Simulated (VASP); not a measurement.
Here is a VASP 6.6.1 calculation.

The input INCAR:

```
PREC = Accurate ; ENCUT = 600
EDIFF = 1E-6 ; ISMEAR = 0
SIGMA = 0.1 ; LREAL = F
LASPH = T ; NELM = 120
ALGO = Normal ; ISIF = 2
LWAVE = F ; LCHARG = F
GGA = PE ; NBANDS = 25
GGA_COMPAT = F
```

The input KPOINTS:

```
regular mesh
0
Gamma
  14 14 14
```

The input POSCAR:

```
SiNi3
1.0
    3.5062596440      0.0000000000      0.0000000000
    0.0000000000      3.5062596440      0.0000000000
    0.0000000000      0.0000000000      3.6114474333
Si Ni
1 3
Direct
    0.0000000000      0.0000000000      0.0000000000
    0.0000000000      0.5000000000      0.5000000000
    0.5000000000      0.0000000000      0.5000000000
    0.5000000000      0.5000000000      0.0000000000
```

Potentials or basis: VASP PAW PBE potentials, release 64 (Si, Ni).

Launch:

```console
$ cat potpaw_PBE.64/Si/POTCAR potpaw_PBE.64/Ni/POTCAR > POTCAR
$ mpirun -np 1 vasp_std > vasp.out
```

**Question.** What does it give for the pressure?

**Answer.** -5.8 GPa.

**Question.** What does it give for the band gap on the k mesh?

**Answer.** Zero (bands 17 and 18 overlap by 0.32 eV).

Stress tensor (GPa, compression positive):
```
-4.34  0.00  0.00
 0.00 -4.34  0.00
 0.00  0.00 -8.77
```

Caveat: the cell differs from its parent crystal (strain along c alone, the other axes held: +3.0 %); the cell stands under tension. Spin polarisation is off, so any magnetic state and its effect on volume and gap are missing.
